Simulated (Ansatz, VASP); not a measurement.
Two plane-wave programs on Cs

```
Cs
1.0
    -3.07916    3.07916    2.86060
     3.07916   -3.07916    2.86060
     3.07916    3.07916   -2.86060
Cs
1
Direct
  0.00000 0.00000 0.00000
```

Alike in both runs: task single point; functional PBEsol; k mesh 4 × 4 × 4; occupations gaussian, width 0.1 eV; no spin polarisation.

|  | VASP | Ansatz |
| --- | --- | --- |
| version | VASP 6.6.1 | Ansatz 0.2.0 |
| potentials or method | VASP PAW PBE potentials, release 64 (Cs_sv), cutoff 520 eV | scalar-relativistic, plane waves, PAW |
| valence electrons in the cell | 9 | 9 |

|  | VASP | Ansatz | Ansatz less VASP |
| --- | --- | --- | --- |
| gap on the k mesh at the Fermi level (eV) | none | none | - |
| pressure (GPa) | 0.0 | 0.0 | +0.02 |
| traceless stress, the component that is largest in VASP (GPa) | -0.05 | -0.05 | 0.000 |

VASP's potentials were made for PBE, not for PBEsol. A gap of «none» marks a metal or a gap that the smearing closes. With one functional, cell and mesh, what is left measures potentials, basis and numerics.

The k mesh is coarse, so the values compare programs but aren't converged. Spin-orbit coupling is off throughout.
